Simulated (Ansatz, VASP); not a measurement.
**BN: VASP beside Ansatz**

INCAR

```
SYSTEM = BN
PREC     = Accurate       ! precision mode
ENCUT    = 520            ! plane-wave cutoff, eV
EDIFF    = 1E-7           ! SCF threshold, eV
ISMEAR   = 0              ! smearing method
SIGMA    = 0.05           ! smearing width, eV
LREAL    = .False.        ! projectors in reciprocal space
LASPH    = .True.         ! aspherical terms in the spheres
NELM     = 80             ! most SCF steps
ALGO     = Normal         ! electronic algorithm
ISIF     = 2              ! what is computed and relaxed
LWAVE    = .False.        ! write WAVECAR
LCHARG   = .False.        ! write CHGCAR
GGA      = PS             ! functional
NBANDS   = 16             ! bands
```

File KPOINTS:

```
regular mesh
0
Gamma
  12 12 4
  0 0 0
```

Contents of POSCAR:

```
BN
1.0
    2.5179139541      0.0000000000      0.0000000000
   -1.2589569771      2.1805774487      0.0000000000
    0.0000000000      0.0000000000      7.7901739825
B N
2 2
Direct
    0.3333333333      0.6666666667      0.2500000000
    0.6666666667      0.3333333333      0.7500000000
    0.3333333333      0.6666666667      0.7500000000
    0.6666666667      0.3333333333      0.2500000000
```

Input for Ansatz:

```yaml
crystal:
  lattice:
    - [2.5179139541, 0.0, 0.0]
    - [-1.2589569771, 2.1805774487, 0.0]
    - [0.0, 0.0, 7.7901739825]
  atoms:
    - { symbol: B, position: [0.3333333333, 0.6666666667, 0.25] }
    - { symbol: B, position: [0.6666666667, 0.3333333333, 0.75] }
    - { symbol: "N", position: [0.3333333333, 0.6666666667, 0.75] }
    - { symbol: "N", position: [0.6666666667, 0.3333333333, 0.25] }
basis:
  ecutwfc: 520.0
kpoints:
  mp_grid: { grid: [12, 12, 4] }
hamiltonian:
  xc: pbesol
  pseudopotentials: { kind: paw, azcp: { folder: soft_1 } }
scf:
  occupations: { method: gaussian, width: 0.05 }
output:
  forces: true
  stress: true
  eigenvalues: true
  write_density: true
  write_potential: true
  elf: true
  volumetric_format: npy
```

Alike in both runs: task single point; functional PBEsol; k mesh 12 × 12 × 4; occupations gaussian, width 0.05 eV; no spin polarisation.

```csv
,VASP,Ansatz
version,VASP 6.6.1,Ansatz 0.2.0
potentials or method,"VASP PAW PBE potentials, release 64 (B, N), cutoff 520 eV","scalar-relativistic, plane waves, PAW"
valence electrons in the cell,16,16
```

|  | VASP | Ansatz | Ansatz less VASP |
| --- | --- | --- | --- |
| gap on the k mesh at the Fermi level (eV) | 4.40 | 4.41 | +0.007 |
| least direct gap on the mesh (eV) | 4.58 | 4.58 | +0.003 |
| pressure (GPa) | -3.2 | -3.6 | -0.37 |
| traceless stress, the component that is largest in VASP (GPa) | 2.72 | 3.24 | +0.513 |

VASP's potentials were made for PBE, not for PBEsol, and Ansatz warns of the same on its side. The functional is the same, so the differences come from potentials, cutoffs and numerics.
